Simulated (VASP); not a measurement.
# Ag (P6_3/mmc) in VASP: further runs, part 2 of 2

VASP 6.6.1. The steps go on from the part before.

### 3 Electric field gradients, LDA (zz strain of -1 %)

File INCAR:

```
SYSTEM = Ag
PREC = Accurate ; ENCUT = 520
EDIFF = 1E-8 ; ISMEAR = -1
SIGMA = 0.08 ; LREAL = .FALSE.
LASPH = .TRUE. ; NELM = 100
ALGO = Normal ; ISIF = 2
LWAVE = .FALSE. ; LCHARG = .FALSE.
GGA = CA ; LEFG = .TRUE.
NBANDS = 30
```

File KPOINTS:

```
Automatic mesh
0
G
  14 14 4
  0 0 0
```

File POSCAR:

```
Ag
1.0
    2.8861989086      0.0000000000      0.0000000000
   -1.4430994543      2.4995215753      0.0000000000
    0.0000000000      0.0000000000      9.9000000000
Ag
4
Direct
    0.3333333333      0.6666666667      0.2500000000
    0.6666666667      0.3333333333      0.7500000000
    0.0000000000      0.0000000000      0.0000000000
    0.0000000000      0.0000000000      0.5000000000
```

Potentials or basis: VASP PAW LDA potentials, release 64 (Ag).

The run is started by

```console
$ cat potpaw_LDA.64/Ag/POTCAR > POTCAR
$ mpirun -np 1 vasp_std > vasp.out
```

OUTCAR:

```text
SYSTEM = Ag
   PREC = Accurate
   ENCUT = 520
   EDIFF = 1E-8
   ISMEAR = -1
   LREAL = .FALSE.
   LASPH = .TRUE.
   NELM = 100
   ISIF = 2
   GGA = CA

 ion  position               nearest neighbor table
   1  0.333  0.667  0.250-   3 2.98   4 2.98   3 2.98   4 2.98   3 2.98   4 2.98
   2  0.667  0.333  0.750-   3 2.98   4 2.98   3 2.98   4 2.98   3 2.98   4 2.98
   3  0.000  0.000  0.000-   1 2.98   2 2.98   2 2.98   1 2.98   2 2.98   1 2.98
   4  0.000  0.000  0.500-   1 2.98   2 2.98   2 2.98   1 2.98   2 2.98   1 2.98

  LATTYP: Found a hexagonal cell.
 ALAT       =     2.8861989086
 C/A-ratio  =     3.4301170202

  Lattice vectors:
[... 1022 lines left out ...]
 ion       V_xx      V_yy      V_zz      V_xy      V_xz      V_yz
---------------------------------------------------------------------
   1      -5.036    -5.036    10.072    -0.000     0.000     0.000
   2      -5.036    -5.036    10.072    -0.000     0.000    -0.000
   3      -4.371    -4.372     8.743    -0.000     0.000    -0.000
   4      -4.371    -4.372     8.743    -0.000    -0.000     0.000
---------------------------------------------------------------------

 Electric field gradients after diagonalization (V/A^2)
 (convention: |V_zz| > |V_xx| > |V_yy|)
----------------------------------------------------------------------
 ion       V_xx      V_yy      V_zz     asymmetry (V_yy - V_xx)/ V_zz
----------------------------------------------------------------------
   1      -5.037    -5.036    10.072       0.000
   2      -5.037    -5.036    10.072       0.000
   3      -4.372    -4.371     8.743       0.000
   4      -4.372    -4.371     8.743       0.000
----------------------------------------------------------------------

           NMR quadrupolar parameters

 Cq : quadrupolar parameter    Cq=e*Q*V_zz/h
 eta: asymmetry parameters     (V_yy - V_xx)/ V_zz
 Q  : nuclear electric quadrupole moment in mb (millibarn)
----------------------------------------------------------------------
 ion       Cq(MHz)       eta       Q (mb)
----------------------------------------------------------------------
   1       0.024       0.000       1.000
   2       0.024       0.000       1.000
   3       0.021       0.000       1.000
   4       0.021       0.000       1.000
----------------------------------------------------------------------
```

OSZICAR:

```text
N       E                     dE             d eps       ncg     rms          rms(c)
DAV:   1     0.291036442397E+03    0.29104E+03   -0.22705E+04  4336   0.145E+03
DAV:   2    -0.957982673765E+01   -0.30062E+03   -0.28502E+03  4440   0.331E+02
DAV:   3    -0.159825621330E+02   -0.64027E+01   -0.63628E+01  4966   0.551E+01
DAV:   4    -0.160116949439E+02   -0.29133E-01   -0.29128E-01  4662   0.360E+00
DAV:   5    -0.160119909578E+02   -0.29601E-03   -0.29601E-03  4986   0.391E-01    0.979E+00
DAV:   6    -0.148714384543E+02    0.11406E+01   -0.36753E+00  4572   0.155E+01    0.636E+00
DAV:   7    -0.148393194397E+02    0.32119E-01   -0.32811E-02  4800   0.118E+00    0.361E+00
DAV:   8    -0.148233601253E+02    0.15959E-01   -0.18885E-03  4692   0.375E-01    0.831E-02
DAV:   9    -0.148233760809E+02   -0.15956E-04   -0.83415E-05  4980   0.119E-01    0.214E-02
DAV:  10    -0.148233834241E+02   -0.73431E-05   -0.73060E-06  4824   0.211E-02    0.105E-02
DAV:  11    -0.148233839872E+02   -0.56312E-06   -0.20567E-06  4770   0.113E-02    0.137E-03
DAV:  12    -0.148233839808E+02    0.63346E-08   -0.33638E-08  3994   0.276E-03
   1 F= -.14823384E+02 E0= -.14809098E+02  d E =-.285713E-01
```

stdout:

```text
POSCAR found type information on POSCAR Ag
 POSCAR found :  1 types and       4 ions
 scaLAPACK will be used
 LDA part: xc-table for (Slater(with rela. corr.)+CA(PZ))
 , standard interpolation
 POSCAR, INCAR and KPOINTS ok, starting setup
 FFT: planning ... GRIDC
 FFT: planning ... GRID_SOFT
 FFT: planning ... GRID
 WAVECAR not read
 entering main loop
ion   1

ion   2

ion   3

ion   4
```

It took 47 s on 1 thread of Intel Xeon 6975P-C (Granite Rapids), shared host; peak memory 0.24 GiB.

Results:

- Free energy: -14.8234 eV
- Pressure: -10.5 GPa
- Band gap on the k mesh: zero (bands 22 and 23 overlap by 5.99 eV)
- Largest electric field gradient by atom: Ag +10.1, +8.7 (each value once) V/Å²

Levels at points of the mesh, in eV from the Fermi level:
| k point | band 19 | band 20 | band 21 | band 22 | band 23 | band 24 | band 25 | band 26 |
| --- | --- | --- | --- | --- | --- | --- | --- | --- |
| (0.00, 0.00, 0.00) | -3.39 | -3.27 | -3.27 | -2.93 | -2.93 | -0.59 | 2.73 | 9.79 |
| (0.50, 0.00, 0.00) | -2.68 | -2.65 | 0.03 | 0.85 | 1.14 | 1.65 | 4.23 | 4.26 |
| (0.00, 0.00, 0.50) | -3.06 | -3.06 | -3.06 | -3.06 | -2.54 | -2.54 | 5.45 | 5.45 |
| (0.50, 0.00, 0.50) | -2.66 | -2.66 | 0.41 | 0.41 | 1.50 | 1.50 | 4.57 | 4.57 |

Electric field gradients, principal values (V/Å²):
| atom | least | middle | greatest (by size) |
| --- | --- | --- | --- |
| 1 Ag | -5.036 | -5.037 | 10.072 |
| 2 Ag | -5.036 | -5.037 | 10.072 |
| 3 Ag | -4.371 | -4.372 | 8.743 |
| 4 Ag | -4.371 | -4.372 | 8.743 |

Caveat: the cell differs from its parent crystal (zz strain of -1 %); the cell stands under tension; without QUAD_EFG the Cq values of the log hold for a quadrupole moment of 1 mb, not for the nuclei.

### 4 Electric field gradients, LDA (zz strain of +2 %)

File INCAR:

```
SYSTEM = Ag
PREC = Accurate
ENCUT = 520
EDIFF = 1E-8
ISMEAR = -1
SIGMA = 0.08
LREAL = .FALSE.
LASPH = .TRUE.
NELM = 60
ALGO = Normal
ISIF = 2
LWAVE = .FALSE.
LCHARG = .FALSE.
LEFG = .TRUE.
NBANDS = 30
```

KPOINTS is that of step 3.

POSCAR: that of step 3 with these lines changed.

```diff
@@ -4,3 +4,3 @@
    -1.4430994543      2.4995215753      0.0000000000
-    0.0000000000      0.0000000000      9.9000000000
+    0.0000000000      0.0000000000     10.2000000000
 Ag
```

Potentials or basis: VASP PAW LDA potentials, release 64 (Ag).

The run is started by

```console
$ cat potpaw_LDA.64/Ag/POTCAR > POTCAR
$ mpirun -np 1 vasp_std > vasp.out
```

OUTCAR:

```text
SYSTEM = Ag
   PREC = Accurate
   ENCUT = 520
   EDIFF = 1E-8
   ISMEAR = -1
   LREAL = .FALSE.
   LASPH = .TRUE.
   NELM = 60
   ISIF = 2

 ion  position               nearest neighbor table
   1  0.333  0.667  0.250-   3 3.05   4 3.05   3 3.05   4 3.05   3 3.05   4 3.05
   2  0.667  0.333  0.750-   3 3.05   4 3.05   3 3.05   4 3.05   3 3.05   4 3.05
   3  0.000  0.000  0.000-   1 3.05   2 3.05   2 3.05   1 3.05   2 3.05   1 3.05
   4  0.000  0.000  0.500-   1 3.05   2 3.05   2 3.05   1 3.05   2 3.05   1 3.05

  LATTYP: Found a hexagonal cell.
 ALAT       =     2.8861989086
 C/A-ratio  =     3.5340599602
[... 1024 lines left out ...]
 ion       V_xx      V_yy      V_zz      V_xy      V_xz      V_yz
---------------------------------------------------------------------
   1      -7.261    -7.261    14.522    -0.000     0.000     0.000
   2      -7.261    -7.261    14.522    -0.000     0.000    -0.000
   3      -6.932    -6.932    13.864    -0.000     0.000    -0.000
   4      -6.932    -6.932    13.864    -0.000    -0.000     0.000
---------------------------------------------------------------------

 Electric field gradients after diagonalization (V/A^2)
 (convention: |V_zz| > |V_xx| > |V_yy|)
----------------------------------------------------------------------
 ion       V_xx      V_yy      V_zz     asymmetry (V_yy - V_xx)/ V_zz
----------------------------------------------------------------------
   1      -7.261    -7.260    14.522       0.000
   2      -7.261    -7.260    14.522       0.000
   3      -6.932    -6.931    13.864       0.000
   4      -6.932    -6.931    13.864       0.000
----------------------------------------------------------------------

           NMR quadrupolar parameters

 Cq : quadrupolar parameter    Cq=e*Q*V_zz/h
 eta: asymmetry parameters     (V_yy - V_xx)/ V_zz
 Q  : nuclear electric quadrupole moment in mb (millibarn)
----------------------------------------------------------------------
 ion       Cq(MHz)       eta       Q (mb)
----------------------------------------------------------------------
   1       0.035       0.000       1.000
   2       0.035       0.000       1.000
   3       0.034       0.000       1.000
   4       0.034       0.000       1.000
----------------------------------------------------------------------
```

OSZICAR:

```text
N       E                     dE             d eps       ncg     rms          rms(c)
DAV:   1     0.290261901137E+03    0.29026E+03   -0.22471E+04  4320   0.143E+03
DAV:   2    -0.929612418659E+01   -0.29956E+03   -0.28380E+03  4416   0.328E+02
DAV:   3    -0.157487375265E+02   -0.64526E+01   -0.64105E+01  5026   0.546E+01
DAV:   4    -0.157808225063E+02   -0.32085E-01   -0.32076E-01  4584   0.369E+00
DAV:   5    -0.157811434713E+02   -0.32096E-03   -0.32096E-03  4980   0.404E-01    0.917E+00
DAV:   6    -0.146800283602E+02    0.11011E+01   -0.36454E+00  4542   0.154E+01    0.606E+00
DAV:   7    -0.146520818049E+02    0.27947E-01   -0.30879E-02  4806   0.116E+00    0.352E+00
DAV:   8    -0.146365004644E+02    0.15581E-01   -0.18024E-03  4728   0.363E-01    0.642E-02
DAV:   9    -0.146365113069E+02   -0.10842E-04   -0.81306E-05  4896   0.112E-01    0.197E-02
DAV:  10    -0.146365169301E+02   -0.56233E-05   -0.74294E-06  4764   0.226E-02    0.940E-03
DAV:  11    -0.146365176243E+02   -0.69418E-06   -0.19901E-06  4698   0.110E-02    0.132E-03
DAV:  12    -0.146365176156E+02    0.86402E-08   -0.25767E-08  3746   0.196E-03
   1 F= -.14636518E+02 E0= -.14623502E+02  d E =-.260315E-01
```

stdout:

```text
POSCAR found type information on POSCAR Ag
 POSCAR found :  1 types and       4 ions
 scaLAPACK will be used
 LDA part: xc-table for (Slater(with rela. corr.)+CA(PZ))
 , standard interpolation
 POSCAR, INCAR and KPOINTS ok, starting setup
 FFT: planning ... GRIDC
 FFT: planning ... GRID_SOFT
 FFT: planning ... GRID
 WAVECAR not read
 entering main loop
ion   1

ion   2

ion   3

ion   4
```

It took 47 s on 1 thread of Intel Xeon 6975P-C (Granite Rapids), shared host; peak memory 0.24 GiB.

Results:

```yaml
Free_energy: -14.6365 eV
Pressure: -12.0 GPa
Band_gap_on_the_k_mesh: zero (bands 22 and 23 overlap by 6.09 eV)
Largest_electric_field_gradient_by_atom: Ag +14.5, +13.9 (each value once) V/Å²
```

Levels at points of the mesh, in eV from the Fermi level:
```
           k point  band 18  band 19  band 20  band 21  band 22  band 23  band 24  band 25  band 26  band 27
(0.00, 0.00, 0.00)    -3.34    -3.34    -3.25    -3.25    -2.96    -2.96    -0.70     2.19     8.96     8.97
(0.50, 0.00, 0.00)    -2.67    -2.66    -2.63     0.13     0.90     1.17     1.67     4.15     4.15     6.54
(0.00, 0.00, 0.50)    -3.51    -3.06    -3.06    -3.06    -3.06    -2.59    -2.59     4.83     4.83    13.18
(0.50, 0.00, 0.50)    -2.69    -2.64    -2.64     0.47     0.47     1.52     1.52     4.45     4.45     5.86
```

Electric field gradients, principal values (V/Å²):
```csv
atom,least,middle,greatest (by size)
1 Ag,-7.260,-7.261,14.522
2 Ag,-7.260,-7.261,14.522
3 Ag,-6.931,-6.932,13.864
4 Ag,-6.931,-6.932,13.864
```

Caveat: the cell differs from its parent crystal (zz strain of +2 %); the cell stands under tension; without QUAD_EFG the Cq values of the log hold for a quadrupole moment of 1 mb, not for the nuclei.
